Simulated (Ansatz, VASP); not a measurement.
# One calculation of TiC, two programs

Contents of INCAR:

```
  PREC = Accurate
  ENCUT = 520
  EDIFF = 1E-7
  ISMEAR = 0
  SIGMA = 0.15
  LREAL = False
  LASPH = True
  NELM = 60
  ALGO = Normal
  ISIF = 2
  LWAVE = False
  LCHARG = False
  GGA = PE
  NBANDS = 42
```

File KPOINTS:

```
Automatic mesh
0
Gamma
  14 14 14
```

The input POSCAR:

```
TiC
1.0
    4.3329230482      0.0000000000      0.0000000000
    0.0000000000     -4.3329230482      0.0000000000
    0.0000000000      0.0000000000     -4.3329230482
Ti C
4 4
Direct
    0.0000000000      1.0000000000      1.0000000000
    0.5000000000      0.5000000000      1.0000000000
    0.5000000000      1.0000000000      0.5000000000
    0.0000000000      0.5000000000      0.5000000000
    0.5000000000      0.0000000000     -0.0184632866
    0.0000000000      0.5000000000      0.0000000000
    0.0000000000      0.0000000000      0.5000000000
    0.5000000000      0.5000000000      0.5000000000
```

Input for Ansatz:

```yaml
crystal:
  lattice:
    - [4.3329230482, 0.0, 0.0]
    - [0.0, -4.3329230482, 0.0]
    - [0.0, 0.0, -4.3329230482]
  atoms:
    - { symbol: Ti, position: [0.0, 1.0, 1.0] }
    - { symbol: Ti, position: [0.5, 0.5, 1.0] }
    - { symbol: Ti, position: [0.5, 1.0, 0.5] }
    - { symbol: Ti, position: [0.0, 0.5, 0.5] }
    - { symbol: C, position: [0.5, 0.0, -0.0184632866] }
    - { symbol: C, position: [0.0, 0.5, 0.0] }
    - { symbol: C, position: [0.0, 0.0, 0.5] }
    - { symbol: C, position: [0.5, 0.5, 0.5] }
basis:
  ecutwfc: 420
kpoints:
  mp_grid: { grid: [14, 14, 14] }
hamiltonian:
  xc: pbe
scf:
  occupations: { method: gaussian, width: 0.15 }
output:
  forces: true
  stress: true
  eigenvalues: true
```

Alike in both runs: task single point; functional PBE; k mesh 14 × 14 × 14; occupations gaussian, width 0.15 eV; no spin polarisation.

|  | VASP | Ansatz |
| --- | --- | --- |
| version | VASP 6.6.1 | Ansatz 0.2.0 |
| potentials or method | VASP PAW PBE potentials, release 64 (Ti_sv, C), cutoff 520 eV | scalar-relativistic, plane waves, PAW |
| valence electrons in the cell | 64 | 64 |

Ansatz gave:

| Item | Value |
| --- | --- |
| gap on the k mesh at the Fermi level (eV) | none |
| pressure (GPa) | 0.2 |
| traceless stress, the component that is largest in VASP (GPa) | 0.26 |
| rms of the force components (eV/Å) | 0.217 |

Question: What did VASP give for the same quantities?

Answer: gap on the k mesh at the Fermi level (eV): none; pressure (GPa): 0.4; traceless stress, the component that is largest in VASP (GPa): 0.26; rms of the force components (eV/Å): 0.217.

Atom by atom the forces differ by 0.002 eV/Å (rms over components). A gap of «none» marks a metal or a gap that the smearing closes. With one functional, cell and mesh, what is left measures potentials, basis and numerics.
